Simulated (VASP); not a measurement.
# CoSi (R3) in VASP: single point with PBE

Aim: the single point of CoSi with PBE.

All numbers are computed with VASP 6.6.1; they aren't measurements. Logs are shortened: lines on timing, memory, paths and dates and some standing lists are left out, and cuts for length are marked.

**1. The cell of the first run**

The structure is trigonal, space group R3 (No. 146). Conventional cell: a = 6.266 Å, b = 6.266 Å, c = 7.674 Å, α = 90.00°, β = 90.00°, γ = 120.00°. Within 2.9 Å of Co (site symmetry 3) lie 7 Si at 2.18 to 2.59 Å and 6 Co at 2.51 to 2.87 Å. Within 3.0 Å of Co (site symmetry 1) lie 7 Si at 2.29 to 2.42 Å and 6 Co at 2.51 to 2.87 Å. Within 2.9 Å of Si (site symmetry 3) lie 7 Co at 2.18 to 2.38 Å and 6 Si at 2.70 to 2.85 Å. Within 3.1 Å of Si (site symmetry 1) lie 7 Co at 2.33 to 2.59 Å and 6 Si at 2.67 to 2.85 Å.

**2. Single point, PBE (atoms displaced along a vibrational mode)**

Input file INCAR:

```
  ALGO = Normal
  EDIFF = 1E-6
  ENCUT = 520
  GGA = PE
  ISIF = 2
  ISMEAR = 0
  LASPH = True
  LCHARG = True
  LELF = True
  LREAL = False
  LVHAR = True
  LWAVE = False
  NBANDS = 36
  NELM = 80
  PREC = Accurate
  SIGMA = 0.15
```

Input file KPOINTS:

```
k-points
0
Gamma
  10 10 10
```

Input file POSCAR:

```
CoSi
1.0
    4.4308490675      0.0000000000      0.0000000000
    0.0000000000      4.4308490675      0.0000000000
    0.0000000000      0.0000000000      4.4308490675
Co Si
4 4
Direct
    0.1189584321      0.1189584321      0.1189584321
    0.3459638348      0.8622262452      0.6693072967
    0.6693072967      0.3459638348      0.8622262452
    0.8622262452      0.6693072967      0.3459638348
    0.8349377691      0.8349377691      0.8349377691
    0.6525365126      0.1648626085      0.3551001936
    0.3551001936      0.6525365126      0.1648626085
    0.1648626085      0.3551001936      0.6525365126
```

Potentials or basis: VASP PAW PBE potentials, release 64 (Co, Si).

The run is started by

```
> cat potpaw_PBE.64/Co/POTCAR potpaw_PBE.64/Si/POTCAR > POTCAR
> mpirun -np 1 vasp_std > vasp.out
```

OUTCAR:

```text
EDIFF = 1E-6
   ENCUT = 520
   GGA = PE
   ISIF = 2
   ISMEAR = 0
   LASPH = True
   LREAL = False
   NELM = 80
   PREC = Accurate

 ion  position               nearest neighbor table
   1  0.119  0.119  0.119-   5 2.18   6 2.33   7 2.33   8 2.33   3 2.51   4 2.51   2 2.51   7 2.59
                             8 2.59   6 2.59   2 2.87   4 2.87   3 2.87
   2  0.346  0.862  0.669-   5 2.29   8 2.33   6 2.36   5 2.38   7 2.38   8 2.39   7 2.42   1 2.51
                             4 2.72   3 2.72   4 2.83   3 2.83   1 2.87
   3  0.669  0.346  0.862-   5 2.29   6 2.33   7 2.36   5 2.38   8 2.38   6 2.39   8 2.42   1 2.51
                             4 2.72   2 2.72   4 2.83   2 2.83   1 2.87
   4  0.862  0.669  0.346-   5 2.29   7 2.33   8 2.36   5 2.38   6 2.38   7 2.39   6 2.42   1 2.51
                             3 2.72   2 2.72   2 2.83   3 2.83   1 2.87
   5  0.835  0.835  0.835-   1 2.18   2 2.29   3 2.29   4 2.29   3 2.38   4 2.38   2 2.38   6 2.70
                             7 2.70   8 2.70   7 2.85   6 2.85   8 2.85
   6  0.653  0.165  0.355-   1 2.33   3 2.33   2 2.36   4 2.38   3 2.39   4 2.42   1 2.59   8 2.67
                             7 2.67   5 2.70   7 2.76   8 2.76   5 2.85
   7  0.355  0.653  0.165-   1 2.33   4 2.33   3 2.36   2 2.38   4 2.39   2 2.42   1 2.59   6 2.67
                             8 2.67   5 2.70   8 2.76   6 2.76   5 2.85
   8  0.165  0.355  0.653-   1 2.33   2 2.33   4 2.36   3 2.38   2 2.39   3 2.42   1 2.59   6 2.67
                             7 2.67   5 2.70   7 2.76   6 2.76   5 2.85

  LATTYP: Found a simple cubic cell.
 ALAT       =     4.4308490675

  Lattice vectors:

 A1 = (   4.4308490675,   0.0000000000,   0.0000000000)
 A2 = (   0.0000000000,   4.4308490675,   0.0000000000)
 A3 = (   0.0000000000,   0.0000000000,   4.4308490675)

Analysis of symmetry for initial positions (statically):
=====================================================================
 Subroutine PRICEL returns:
 Original cell was already a primitive cell.

 Routine SETGRP: Setting up the symmetry group for a
 simple cubic supercell.

 Subroutine GETGRP returns: Found  3 space group operations
 (whereof  3 operations were pure point group operations)
 out of a pool of 48 trial point group operations.

The static configuration has the point symmetry C_3 .

Analysis of symmetry for dynamics (positions and initial velocities):
=====================================================================
 Subroutine PRICEL returns:
 Original cell was already a primitive cell.

 Routine SETGRP: Setting up the symmetry group for a
 simple cubic supercell.

 Subroutine GETGRP returns: Found  3 space group operations
 (whereof  3 operations were pure point group operations)
 out of a pool of 48 trial point group operations.

The dynamic configuration has the point symmetry C_3 .

 Subroutine INISYM returns: Found  3 space group operations
 (whereof  3 operations are pure point group operations),
 and found     1 'primitive' translations

----------------------------------------------------------------------------------------

                                     Primitive cell

  volume of cell :      86.9883

  direct lattice vectors                    reciprocal lattice vectors
     4.430849067  0.000000000  0.000000000     0.225690378  0.000000000  0.000000000
     0.000000000  4.430849067  0.000000000     0.000000000  0.225690378  0.000000000
     0.000000000  0.000000000  4.430849067     0.000000000  0.000000000  0.225690378

  length of vectors
     4.430849067  4.430849067  4.430849067     0.225690378  0.225690378  0.225690378

  position of ions in fractional coordinates (direct lattice)
     0.118958432  0.118958432  0.118958432
     0.345963835  0.862226245  0.669307297
     0.669307297  0.345963835  0.862226245
     0.862226245  0.669307297  0.345963835
     0.834937769  0.834937769  0.834937769
     0.652536513  0.164862609  0.355100194
     0.355100194  0.652536513  0.164862609
     0.164862609  0.355100194  0.652536513

  ion indices of the primitive-cell ions
   primitive index   ion index
                 1           1
                 2           2
                 3           3
                 4           4
                 5           5
                 6           6
                 7           7
                 8           8

----------------------------------------------------------------------------------------

 KPOINTS: k-points

Automatic generation of k-mesh.
 Grid dimensions read from file:
 generate k-points for:   10   10   10

 Generating k-lattice:

  Cartesian coordinates                     Fractional coordinates (reciprocal lattice)
     0.022569038  0.000000000  0.000000000     0.100000000  0.000000000  0.000000000
     0.000000000  0.022569038  0.000000000     0.000000000  0.100000000  0.000000000
     0.000000000  0.000000000  0.022569038     0.000000000  0.000000000  0.100000000

  Length of vectors
     0.022569038  0.022569038  0.022569038

  Shift w.r.t. Gamma in fractional coordinates (k-lattice)
     0.000000000  0.000000000  0.000000000

 Subroutine IBZKPT returns following result:
 ===========================================

 Found    172 irreducible k-points:

 Following reciprocal coordinates:
            Coordinates               Weight
  0.000000  0.000000  0.000000      1.000000
  0.100000  0.000000  0.000000      6.000000
  0.200000  0.000000  0.000000      6.000000
  0.300000  0.000000  0.000000      6.000000
  0.400000  0.000000  0.000000      6.000000
  0.500000  0.000000  0.000000      3.000000
[... 16 lines left out ...]
  0.200000  0.200000  0.000000      6.000000
 -0.200000  0.200000  0.000000      6.000000
 [... further k-points ...]
   k-points           NKPTS =    172   k-points in BZ     NKDIM =    172   number of bands    NBANDS=     36
   number of dos      NEDOS =    301   number of ions     NIONS =      8
   total plane-waves  NPLWV =  46656
   dimension x,y,z NGX =    36 NGY =   36 NGZ =   36
   dimension x,y,z NGXF=    72 NGYF=   72 NGZF=   72
   ions per type =               4   4
   NGX,Y,Z   is equivalent  to a cutoff of  13.51, 13.51, 13.51 a.u.
   NGXF,Y,Z  is equivalent  to a cutoff of  27.01, 27.01, 27.01 a.u.
 SYSTEM =  unknown system
   PREC   = accura    normal or accurate (medium, high low for compatibility)
   ISTART =      0    job   : 0-new  1-cont  2-samecut
   ICHARG =      2    charge: 1-file 2-atom 10-const
   ISPIN  =      1    spin polarized calculation?
   LNONCOLLINEAR =      F non collinear calculations
   LSORBIT =      F    spin-orbit coupling
   LASPH  =      T    aspherical Exc in radial PAW
   ENCUT  =  520.0 eV  38.22 Ry    6.18 a.u.   8.24  8.24  8.24*2*pi/ulx,y,z
   NELM   =     80;   NELMIN=  2; NELMDL= -5     # of ELM steps
   EDIFF  = 0.1E-05   stopping-criterion for ELM
   LREAL  =      F    real-space projection
   EDIFFG = 0.1E-04   stopping-criterion for IOM
   NSW    =      0    number of steps for IOM
   IBRION =     -1    ionic relax: 0-MD 1-quasi-New 2-CG
   NFREE  =      0    steps in history (QN), initial steepest desc. (CG)
   ISIF   =      2    stress and relaxation
   ISYM   =      2    0-nonsym 1-usesym 2-fastsym
   POTIM  = 0.5000    time-step for ionic-motion
   TEBEG  =    0.0;   TEEND  =   0.0 temperature during run
   PSTRESS=    0.0 pullay stress
   NELECT =      52.0000    total number of electrons
   NUPDOWN=      -1.0000    fix difference up-down
   EMIN   =  10.00;   EMAX   =-10.00  energy-range for DOS
   EFERMI =   0.00;   METHOD = LEGACY
   ISMEAR =     0;   SIGMA  =   0.15  broadening in eV -4-tet -1-fermi 0-gaus
   EFERMI_NEDOS =   21; number of points for ismear=-14 and -15
   IALGO  =     38    algorithm
   IMIX   =      4    mixing-type and parameters
     AMIX     =   0.40;   BMIX     =  1.00
     AMIX_MAG =   1.60;   BMIX_MAG =  1.00
  volume/ion in A,a.u.               =      10.87        73.38
  Fermi-wavevector in a.u.,A,eV,Ry     =   1.379079  2.606080 25.876342  1.901858
  Thomas-Fermi vector in A             =   2.504081
   LORBIT       =      0    0 simple, 1 ext, 2 COOP (PROOUT), +10 PAW based schemes
   GGA     = PE    functional components
   LHFCALC =     F    Hartree Fock is set to
   AEXX    =    0.0000 exact exchange contribution
   IVDW    =     0    specifies the selected vdW correction
   LEPSILON=     F    determine dielectric tensor
   LRPA    =     F    only Hartree local field effects (RPA)
 non-spin polarized calculation
 Gauss-broadening in eV      SIGMA  =   0.15
  energy-cutoff  :      520.00
  volume of cell :       86.99
 maximum number of plane-waves:      2367
 NGX is ok and might be reduce to    36
   NGX = 17   NGY = 17   NGZ = 17

 number of electron      52.0000000 magnetization

 Free energy of the ion-electron system (eV)
  ---------------------------------------------------
  ext. energy  EPLUGINS =         0.00000000
  ---------------------------------------------------
  free energy    TOTEN  =       -54.12697415 eV

  energy without entropy =      -54.10765605  energy(sigma->0) =      -54.11731510

 E-fermi :  12.1564     XC(G=0): -12.8594

 val. band max:       12.1500215352   @ k =   0.5000   0.5000   0.4000
 cond. band min:      12.2072685533   @ k =  -0.4000   0.5000   0.4000
 fundamental gap:      0.0572470181
 Fermi energy:        12.1564021485

 k-point     1 :       0.0000    0.0000    0.0000
  band No.  band energies     occupation
      1      -1.5699      2.00000
      2       3.7451      2.00000
      3       4.0108      2.00000
      4       4.0108      2.00000
      5       6.6144      2.00000
      6       6.6144      2.00000
[... 28 lines left out ...]
     35      15.8404      0.00000
     36      16.9519      0.00000

 k-point     2 :       0.1000    0.0000    0.0000
  band No.  band energies     occupation
      1      -1.4956      2.00000
      2       3.2894      2.00000
      3       3.9683      2.00000
      4       4.4102      2.00000
      5       6.2584      2.00000
      6       6.6719      2.00000
[... 28 lines left out ...]
     35      16.0959      0.00000
     36      17.2157      0.00000
[... 817 lines left out ...]
     35      16.8564      0.00000
     36      17.1851      0.00000

 k-point    24 :      -0.2000    0.2000    0.0000
  band No.  band energies     occupation
      1      -0.9800      2.00000
      2       2.4082      2.00000
      3       3.4707      2.00000
      4       5.0554      2.00000
      5       6.0345      2.00000
      6       6.5182      2.00000
[... 28 lines left out ...]
     35      16.8473      0.00000
     36      17.0575      0.00000

 [... further k-points ...]
[... 5 lines left out ...]
  --------------------------------------------------------------------------------------
  -------------------------------------------------------------------------------------
  Total        1.6697072      1.6697072      1.6697072     -0.2012986     -0.2012986     -0.2012986
  in kB       30.7531793     30.7531793     30.7531793     -3.7075802     -3.7075802     -3.7075802
  external PRESSURE =      30.7531793 kB  Pullay stress =       0.0000000 kB

 VOLUME and BASIS-vectors are now :
 -----------------------------------------------------------------------------
  energy-cutoff  :      520.00
  volume of cell :       86.99
      direct lattice vectors                 reciprocal lattice vectors
     4.430849067  0.000000000  0.000000000     0.225690378  0.000000000  0.000000000
     0.000000000  4.430849067  0.000000000     0.000000000  0.225690378  0.000000000
     0.000000000  0.000000000  4.430849067     0.000000000  0.000000000  0.225690378

 POSITION                                       TOTAL-FORCE (eV/Angst)
 -----------------------------------------------------------------------------------
      0.52709      0.52709      0.52709         1.687854      1.687854      1.687854
      1.53291      3.82039      2.96560         0.625934     -0.488597     -1.526627
      2.96560      1.53291      3.82039        -1.526627      0.625934     -0.488597
      3.82039      2.96560      1.53291        -0.488597     -1.526627      0.625934
      3.69948      3.69948      3.69948         0.032510      0.032510      0.032510
      2.89129      0.73048      1.57340         0.197899     -0.242155     -0.286819
      1.57340      2.89129      0.73048        -0.286819      0.197899     -0.242155
      0.73048      1.57340      2.89129        -0.242155     -0.286819      0.197899
 -----------------------------------------------------------------------------------
    total drift:                               -0.000069     -0.000069     -0.000067

  FREE ENERGIE OF THE ION-ELECTRON SYSTEM (eV)
  ---------------------------------------------------
  free  energy   TOTEN  =       -54.1269741485 eV

  energy  without entropy=      -54.1076560480  energy(sigma->0) =      -54.11731510
```

Run time: 5.6 min. Hardware: 1 thread of Intel Xeon Platinum 8488C (Sapphire Rapids), shared host; peak memory 0.5 GiB.

What came out:

```yaml
Free_energy: -54.1270 eV
Pressure: 3.1 GPa
Largest_force: 2.923 eV/Å
Band_gap_on_the_k_mesh: zero (bands 26 and 27 overlap by 0.13 eV)
```

Forces on the atoms (eV/Å):
```
Co   1.688  1.688  1.688
Co   0.626 -0.489 -1.527
Co  -1.527  0.626 -0.489
Co  -0.489 -1.527  0.626
Si   0.033  0.033  0.033
Si   0.198 -0.242 -0.287
Si  -0.287  0.198 -0.242
Si  -0.242 -0.287  0.198
```

Caveat: the cell differs from its parent crystal (atoms displaced along a vibrational mode); the cell stands under pressure; forces of over 1 eV/Å act on the atoms, so gaps and moduli don't describe the material at rest. Spin polarisation is off, so any magnetic state and its effect on volume and gap are missing.

The gap in the log of VASP goes by the Fermi energy; the results here count the filled bands.